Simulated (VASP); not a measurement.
# MgO (zincblende type) (F-43m) in VASP: notebook, part 2 of 2

VASP 6.6.1.

## 3. Electric field gradients, PBE (13.00 Å³/atom)

The input, INCAR:

```
PREC     = Accurate       # precision mode
ENCUT    = 520            # plane-wave cutoff, eV
EDIFF    = 1E-8           # SCF threshold, eV
ISMEAR   = -1             # smearing method
SIGMA    = 0.08           # smearing width, eV
LREAL    = F              # projectors in reciprocal space
LASPH    = T              # aspherical terms in the spheres
NELM     = 100            # most SCF steps
ALGO     = Normal         # electronic algorithm
ISIF     = 2              # what is computed and relaxed
LWAVE    = F              # write WAVECAR
LCHARG   = F              # write CHGCAR
GGA      = PE             # functional
LEFG     = T            
NBANDS   = 11             # bands
```

The input, KPOINTS:

```
Automatic mesh
0
Gamma
  13 13 13
```

The input, POSCAR:

```
MgO
1.0
    0.0000000000      2.3511193090      2.3511193090
    2.3511193090      0.0000000000      2.3511193090
    2.3511193090      2.3511193090      0.0000000000
Mg O
1 1
Direct
    0.0000000000      0.0000000000      0.0000000000
    0.2500000000      0.2500000000      0.2500000000
```

Potentials or basis: VASP PAW PBE potentials, release 64 (Mg, O).

The run is started by

```console
cat potpaw_PBE.64/Mg/POTCAR potpaw_PBE.64/O/POTCAR > POTCAR
mpirun -np 1 vasp_std > vasp.out
```

OUTCAR:

```text
PREC = Accurate
   ENCUT = 520
   EDIFF = 1E-8
   ISMEAR = -1
   LREAL = F
   LASPH = T
   NELM = 100
   ISIF = 2
   GGA = PE

 ion  position               nearest neighbor table
   1  0.000  0.000  0.000-   2 2.04   2 2.04   2 2.04   2 2.04
   2  0.250  0.250  0.250-   1 2.04   1 2.04   1 2.04   1 2.04

  LATTYP: Found a face centered cubic cell.
 ALAT       =     4.7022386180

  Lattice vectors:

 A1 = (   0.0000000000,   2.3511193090,   2.3511193090)
 A2 = (   2.3511193090,   0.0000000000,   2.3511193090)
 A3 = (   2.3511193090,   2.3511193090,   0.0000000000)

Analysis of symmetry for initial positions (statically):
=====================================================================
 Subroutine PRICEL returns:
 Original cell was already a primitive cell.

 Routine SETGRP: Setting up the symmetry group for a
 face centered cubic supercell.

 Subroutine GETGRP returns: Found 24 space group operations
 (whereof 24 operations were pure point group operations)
 out of a pool of 48 trial point group operations.

The static configuration has the point symmetry T_d .

Analysis of symmetry for dynamics (positions and initial velocities):
=====================================================================
 Subroutine PRICEL returns:
 Original cell was already a primitive cell.

 Routine SETGRP: Setting up the symmetry group for a
 face centered cubic supercell.

 Subroutine GETGRP returns: Found 24 space group operations
 (whereof 24 operations were pure point group operations)
[... 480 lines left out ...]
  band No.  band energies     occupation
      1     -14.7520      2.00000
      2      -2.1237      2.00000
      3      -0.1815      2.00000
      4       0.0346      2.00000
      5       7.9229      0.00000
      6      10.3074      0.00000
      7      13.4233      0.00000
      8      14.8079      0.00000
      9      18.2051      0.00000
     10      21.3379      0.00000
     11      21.3686      0.00000

 [... further k-points ...]

------------------------ aborting loop because EDIFF is reached ----------------------------------------

  FORCE on cell =-STRESS in cart. coord.  units (eV):
  Direction    XX          YY          ZZ          XY          YZ          ZX
  --------------------------------------------------------------------------------------
  -------------------------------------------------------------------------------------
  Total       -1.0186846     -1.0186846     -1.0186846      0.0000000     -0.0000000      0.0000000
  in kB      -62.7908444    -62.7908444    -62.7908444      0.0000000     -0.0000000      0.0000000
  external PRESSURE =     -62.7908444 kB  Pullay stress =       0.0000000 kB

 VOLUME and BASIS-vectors are now :
 -----------------------------------------------------------------------------
  energy-cutoff  :      520.00
  volume of cell :       25.99
      direct lattice vectors                 reciprocal lattice vectors
     0.000000000  2.351119309  2.351119309    -0.212664665  0.212664665  0.212664665
     2.351119309  0.000000000  2.351119309     0.212664665 -0.212664665  0.212664665
     2.351119309  2.351119309  0.000000000     0.212664665  0.212664665 -0.212664665

 POSITION                                       TOTAL-FORCE (eV/Angst)
 -----------------------------------------------------------------------------------
      0.00000      0.00000      0.00000         0.000000     -0.000000     -0.000000
      1.17556      1.17556      1.17556        -0.000000      0.000000      0.000000
 -----------------------------------------------------------------------------------
    total drift:                               -0.000000     -0.000000     -0.000000

  FREE ENERGIE OF THE ION-ELECTRON SYSTEM (eV)
  ---------------------------------------------------
  free  energy   TOTEN  =       -11.6706290677 eV

  energy  without entropy=      -11.6706290675  energy(sigma->0) =      -11.67062907

 Electric field gradients (V/A^2)
---------------------------------------------------------------------
 ion       V_xx      V_yy      V_zz      V_xy      V_xz      V_yz
---------------------------------------------------------------------
   1       0.000     0.000     0.000     0.000     0.000     0.000
   2      -0.000    -0.000     0.000     0.000     0.000     0.000
---------------------------------------------------------------------

 Electric field gradients after diagonalization (V/A^2)
 (convention: |V_zz| > |V_xx| > |V_yy|)
----------------------------------------------------------------------
 ion       V_xx      V_yy      V_zz     asymmetry (V_yy - V_xx)/ V_zz
----------------------------------------------------------------------
   1      -0.000    -0.000     0.000       0.000
   2      -0.000    -0.000     0.001       0.000
----------------------------------------------------------------------

           NMR quadrupolar parameters

 Cq : quadrupolar parameter    Cq=e*Q*V_zz/h
 eta: asymmetry parameters     (V_yy - V_xx)/ V_zz
 Q  : nuclear electric quadrupole moment in mb (millibarn)
----------------------------------------------------------------------
 ion       Cq(MHz)       eta       Q (mb)
----------------------------------------------------------------------
   1       0.000       0.000       1.000
   2       0.000       0.000       1.000
----------------------------------------------------------------------
```

It took 24 s on 1 thread of Intel Xeon Platinum 8488C (Sapphire Rapids), shared host; peak memory 0.17 GiB.

What came out:

```yaml
Free_energy: -11.6706 eV
Pressure: -6.3 GPa
Band_gap_on_the_k_mesh: 3.16 eV
Largest_electric_field_gradient_by_atom: zero within the noise of the run
```

Levels at points of the mesh, in eV from the valence-band top:
```csv
k point,band 2,band 3,band 4,band 5,band 6,band 7
"(0.00, 0.00, 0.00)",0.00,0.00,0.00,3.16,15.85,15.85
```

Caveat: the cell stands under tension; an odd mesh through Γ misses points on the zone boundary, where band edges can lie.

## 4. Single point, PBE

This run uses another cell than the first one, of 12.26 Å³/atom.

The input, POSCAR:

```
MgO
1.0
    0.0000000000      2.3058942152      2.3058942152
    2.3058942152      0.0000000000      2.3058942152
    2.3058942152      2.3058942152      0.0000000000
Mg O
1 1
Direct
    0.0000000000      0.0000000000      0.0000000000
    0.2500000000      0.2500000000      0.2500000000
```

The input, INCAR.step1:

```
SYSTEM = MgO
  ALGO = Normal
  EDIFF = 1E-6
  ENCUT = 520
  GGA = PE
  ISIF = 2
  ISMEAR = -1
  LASPH = .True.
  LCHARG = .True.
  LREAL = .False.
  LWAVE = .False.
  NBANDS = 11
  NELM = 80
  PREC = Accurate
  SIGMA = 0.08
```

The input, KPOINTS.step1:

```
k-points
0
Gamma
  13 13 13
  0 0 0
```

The input, INCAR.step2:

```
SYSTEM = MgO
  ALGO = Normal
  EDIFF = 1E-6
  ENCUT = 520
  GGA = PE
  ICHARG = 11
  ISIF = 2
  ISMEAR = -5
  LASPH = .True.
  LCHARG = .False.
  LORBIT = 11
  LREAL = .False.
  LWAVE = .False.
  NBANDS = 11
  NEDOS = 2001
  NELM = 80
  PREC = Accurate
  SIGMA = 0.08
```

The input, KPOINTS.step2:

```
k-points
0
Gamma
  20 20 20
  0 0 0
```

The run is started by

```console
cat potpaw_PBE.64/Mg/POTCAR potpaw_PBE.64/O/POTCAR > POTCAR
cp INCAR.step1 INCAR
cp KPOINTS.step1 KPOINTS
mpirun -np 1 vasp_std > vasp.out
cp INCAR.step2 INCAR
cp KPOINTS.step2 KPOINTS
mpirun -np 1 vasp_std > vasp.out
```

Wall time 26 s (1 thread of Intel Xeon Platinum 8488C (Sapphire Rapids), shared host); peak memory 0.19 GiB.

It converged, with:

```yaml
Valence_electrons_inside_the_program's_atomic_spheres: Mg 0.42; O 5.08
```

Levels at points of the mesh, in eV from the valence-band top:
```
           k point  band 2  band 3  band 4  band 5  band 6  band 7
(0.00, 0.00, 0.00)    0.00    0.00    0.00    3.47   16.47   16.47
(0.50, 0.00, 0.00)   -2.96   -0.18   -0.18    8.57    9.45   14.39
(0.50, 0.50, 0.00)   -2.44   -0.73   -0.73    6.18   11.39   13.67
```
